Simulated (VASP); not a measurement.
# Ti in VASP: a series of runs, part 2 of 2

VASP 6.6.1.

### Step 5. Single point, PBE

Contents of INCAR:

```
ALGO     = Normal         # electronic algorithm
DIPOL    = 0.5 0.5 0.500
EDIFF    = 1E-7           # SCF threshold, eV
EFIELD   = -0.2         
ENCUT    = 520            # plane-wave cutoff, eV
GGA      = PE             # functional
IDIPOL   = 3            
ISIF     = 2              # what is computed and relaxed
ISMEAR   = -1             # smearing method
LASPH    = T              # aspherical terms in the spheres
LCHARG   = F              # write CHGCAR
LDIPOL   = T            
LREAL    = F              # projectors in reciprocal space
LWAVE    = F              # write WAVECAR
NBANDS   = 12             # bands
NELM     = 80             # most SCF steps
PREC     = Accurate       # precision mode
SIGMA    = 0.05           # smearing width, eV
```

Contents of KPOINTS:

```
k-points
0
Gamma
  13 13 1
```

Contents of POSCAR:

```
Ti
1.0
    2.9399472372      0.0000000000      0.0000000000
   -1.4699736186      2.5460689932      0.0000000000
    0.0000000000      0.0000000000     16.0000000000
Ti
1
Direct
    0.0000000000      0.0000000000      0.5000000000
```

Potentials or basis: VASP PAW PBE potentials, release 64 (Ti_sv).

Launch:

```bash
$ cat potpaw_PBE.64/Ti_sv/POTCAR > POTCAR
$ mpirun -np 1 vasp_std > vasp.out
```

OUTCAR:

```text
EDIFF = 1E-7
   ENCUT = 520
   GGA = PE
   ISIF = 2
   ISMEAR = -1
   LASPH = T
   LREAL = F
   NELM = 80
   PREC = Accurate

 ion  position               nearest neighbor table
   1  0.000  0.000  0.500-

  LATTYP: Found a hexagonal cell.
 ALAT       =     2.9399472372
 C/A-ratio  =     5.4422745407

  Lattice vectors:

 A1 = (   2.9399472372,   0.0000000000,   0.0000000000)
 A2 = (  -1.4699736186,   2.5460689932,   0.0000000000)
 A3 = (   0.0000000000,   0.0000000000,  16.0000000000)

Analysis of symmetry for initial positions (statically):
=====================================================================
 Subroutine PRICEL returns:
 Original cell was already a primitive cell.

 Routine SETGRP: Setting up the symmetry group for a
 hexagonal supercell.

 Subroutine GETGRP returns: Found 24 space group operations
 (whereof 24 operations were pure point group operations)
 out of a pool of 24 trial point group operations.

The static configuration has the point symmetry D_6h.

Analysis of symmetry for dynamics (positions and initial velocities):
=====================================================================
 An external electric field (EFIELD) may reduce the allowed symmetry operations
 Subroutine PRICEL returns:
 Original cell was already a primitive cell.

 Routine SETGRP: Setting up the symmetry group for a
 hexagonal supercell.

 Subroutine GETGRP returns: Found 12 space group operations
 (whereof 12 operations were pure point group operations)
 out of a pool of 24 trial point group operations.

The dynamic configuration has the point symmetry C_6v.

 Subroutine INISYM returns: Found 12 space group operations
 (whereof 12 operations are pure point group operations),
 and found     1 'primitive' translations

----------------------------------------------------------------------------------------

                                     Primitive cell

  volume of cell :     119.7649

  direct lattice vectors                    reciprocal lattice vectors
[... 114 lines left out ...]
  volume of cell :      119.76
 maximum number of plane-waves:      3287
 NGX is ok and might be reduce to    24
   NGX = 11   NGY = 11   NGZ = 59

 number of electron      11.9999998 magnetization

 dipolmoment           0.000000      0.000000     -0.039637 electrons x Angstroem

 Free energy of the ion-electron system (eV)
  ---------------------------------------------------
  ext. energy  EPLUGINS =         0.00000000
  ---------------------------------------------------
  free energy    TOTEN  =        -5.73568106 eV

  energy without entropy =       -5.70483056  energy(sigma->0) =       -5.72025581

 E-fermi :  -2.0949     XC(G=0):  -2.9197

 val. band max:       -2.1180098806   @ k =   0.0769  -0.0000   0.0000
 cond. band min:      -2.0700345095   @ k =   0.1538   0.1538   0.0000
 fundamental gap:      0.0479753711
 Fermi energy:        -2.0948892173

 k-point     1 :       0.0000    0.0000    0.0000
  band No.  band energies     occupation
      1     -59.1464      2.00000
      2     -35.5242      2.00000
      3     -35.0787      2.00000
      4     -35.0787      2.00000
      5      -6.1433      2.00000
      6      -2.1950      1.76225
      7      -1.8606      0.01829
      8      -1.1762      0.00000
      9      -1.1762      0.00000
     10       0.1461      0.00000
     11       0.1461      0.00000
     12       1.2997      0.00000
[... 286 lines left out ...]
 k-point    21 :       0.3077    0.3077    0.0000
  band No.  band energies     occupation
      1     -59.0691      2.00000
      2     -35.4517      2.00000
      3     -35.4213      2.00000
      4     -35.3541      2.00000
      5      -2.3166      1.97656
      6      -2.0249      0.39565
      7      -1.9865      0.20532
      8      -1.5262      0.00002
      9      -0.5036      0.00000
     10       3.6322      0.00000
     11       5.2084      0.00000
     12       5.3491      0.00000

------------------------ aborting loop because EDIFF is reached ----------------------------------------

 vacuum level on the upper side and lower side of the slab       (xc-potential included)         1.077        -1.152

  FORCE on cell =-STRESS in cart. coord.  units (eV):
  Direction    XX          YY          ZZ          XY          YZ          ZX
  --------------------------------------------------------------------------------------
  -------------------------------------------------------------------------------------
  Total       -2.3832177     -2.3832177     -0.0126730     -0.0000000      0.0000000      0.0000000
  in kB      -31.8819306    -31.8819306     -0.1695356     -0.0000000      0.0000000      0.0000000
  external PRESSURE =     -21.3111323 kB  Pullay stress =       0.0000000 kB

 VOLUME and BASIS-vectors are now :
 -----------------------------------------------------------------------------
  energy-cutoff  :      520.00
  volume of cell :      119.76
      direct lattice vectors                 reciprocal lattice vectors
     2.939947237  0.000000000  0.000000000     0.340142159  0.196381167  0.000000000
    -1.469973619  2.546068993  0.000000000     0.000000000  0.392762334  0.000000000
     0.000000000  0.000000000 16.000000000     0.000000000  0.000000000  0.062500000

 POSITION                                       TOTAL-FORCE (eV/Angst)
 -----------------------------------------------------------------------------------
      0.00000      0.00000      8.00000        -0.000000     -0.000000     -0.000028
 -----------------------------------------------------------------------------------
    total drift:                                0.000000      0.000000     -0.000028

  FREE ENERGIE OF THE ION-ELECTRON SYSTEM (eV)
  ---------------------------------------------------
  free  energy   TOTEN  =        -5.7356810579 eV

  energy  without entropy=       -5.7048305628  energy(sigma->0) =       -5.72025581

 vacuum level on the upper side and lower side of the slab         3.004         0.836
```

OSZICAR:

```text
N       E                     dE             d eps       ncg     rms          rms(c)
DAV:   1     0.628978554426E+02    0.62898E+02   -0.66040E+03   624   0.802E+02
DAV:   2     0.112417766802E+01   -0.61774E+02   -0.59622E+02   696   0.202E+02
DAV:   3    -0.594844984099E+01   -0.70726E+01   -0.69631E+01   816   0.606E+01
[... 15 lines left out ...]
DAV:  19    -0.573567479759E+01   -0.12800E-04   -0.12232E-06   672   0.332E-03    0.623E-04
DAV:  20    -0.573568001628E+01   -0.52187E-05   -0.64026E-07   544   0.282E-03    0.271E-04
DAV:  21    -0.573568071604E+01   -0.69976E-06   -0.77518E-08   584   0.123E-03    0.113E-04
DAV:  22    -0.573568102992E+01   -0.31388E-06   -0.57846E-08   504   0.647E-04    0.760E-05
DAV:  23    -0.573568105794E+01   -0.28016E-07   -0.36577E-09   444   0.277E-04
   1 F= -.57356811E+01 E0= -.57202558E+01  d E =-.308505E-01
```

Wall time 84 s (1 thread of Intel Xeon 8259CL, shared host); peak memory 0.24 GiB.

What came out:

* Free energy: -5.7357 eV
* Band gap on the k mesh: zero (band 6 reaches -2.00 eV, above the bottom of band 7 at -2.33 eV)

Levels at points of the mesh, in eV from the Fermi level:
| k point | band 2 | band 3 | band 4 | band 5 | band 6 | band 7 | band 8 | band 9 | band 10 | band 11 |
| --- | --- | --- | --- | --- | --- | --- | --- | --- | --- | --- |
| (0.00, 0.00, 0.00) | -33.43 | -32.98 | -32.98 | -4.05 | -0.10 | 0.23 | 0.92 | 0.92 | 2.24 | 2.24 |
